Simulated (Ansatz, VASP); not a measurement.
## Two plane-wave programs on Sn3H

```
Sn H
1.0
     4.52265    0.00000    0.00000
     0.00000    4.52265    0.00000
     0.00000    0.00000    4.52265
Sn H
3 1
Direct
  0.00000 0.50000 0.50000
  0.50000 0.00000 0.50000
  0.50000 0.50000 0.00000
  0.00000 0.00000 0.00000
```

Change from the starting cell: species swapped into the MnNi3 type (Pm-3m, No. 221).

Alike in both runs: functional PBE; k mesh 10 × 10 × 10; occupations gaussian, width 0.1 eV; no spin polarisation.

Ansatz relaxed the structure, and its values are those at the end. VASP's run is a single point on that final structure, the one shown.

```csv
,VASP,Ansatz
version,VASP 6.6.1,Ansatz 0.2.0
potentials or method,"VASP PAW PBE potentials, release 64 (Sn_d, H), cutoff 520 eV","scalar-relativistic, plane waves, PAW"
valence electrons in the cell,43,43
```

VASP gave:

* gap on the k mesh at the Fermi level (eV): none
* pressure (GPa): -0.1

Q: Which values does Ansatz return?

A: gap on the k mesh at the Fermi level (eV): none; pressure (GPa): 0.0.

A gap of «none» marks a metal or a gap that the smearing closes. With one functional, cell and mesh, what is left measures potentials, basis and numerics.
